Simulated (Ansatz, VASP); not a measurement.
## NbInS4 in VASP and in Ansatz

```xyz
6
Lattice="4.5723 0.0000 0.0000 -2.2861 3.9597 0.0000 0.0000 0.0000 5.9147" Properties=species:S:1:pos:R:3 pbc="T T T"
Nb    0.0000    0.0000    0.0000
In    0.0000    0.0000    2.9574
S     0.0000    2.6398    1.2098
S     2.2861    1.3199    1.2098
S     2.2861    1.3199    4.7049
S     0.0000    2.6398    4.7049
```

Alike in both runs: functional PBE; k mesh 6 × 6 × 2; occupations gaussian, width 0.1 eV; no spin polarisation.

Ansatz relaxed the structure, and its values are those at the end. VASP's run is a single point on that final structure, the one shown.

```csv
,VASP,Ansatz
version,VASP 6.6.1,Ansatz 0.2.0
potentials or method,"VASP PAW PBE potentials, release 64 (Nb_sv, In_d, S), cutoff 520 eV","scalar-relativistic, plane waves, PAW"
valence electrons in the cell,50,50
```

```tsv
	VASP	Ansatz	Ansatz less VASP
gap on the k mesh at the Fermi level (eV)	none	none	-
pressure (GPa)	-0.2	0.0	+0.18
rms of the force components (eV/Å)	0.009	0.003	-0.0064
```

A gap of «none» marks a metal or a gap that the smearing closes. The functional is the same, so the differences come from potentials, cutoffs and numerics.

The k mesh is coarse, so the values compare programs but aren't converged.
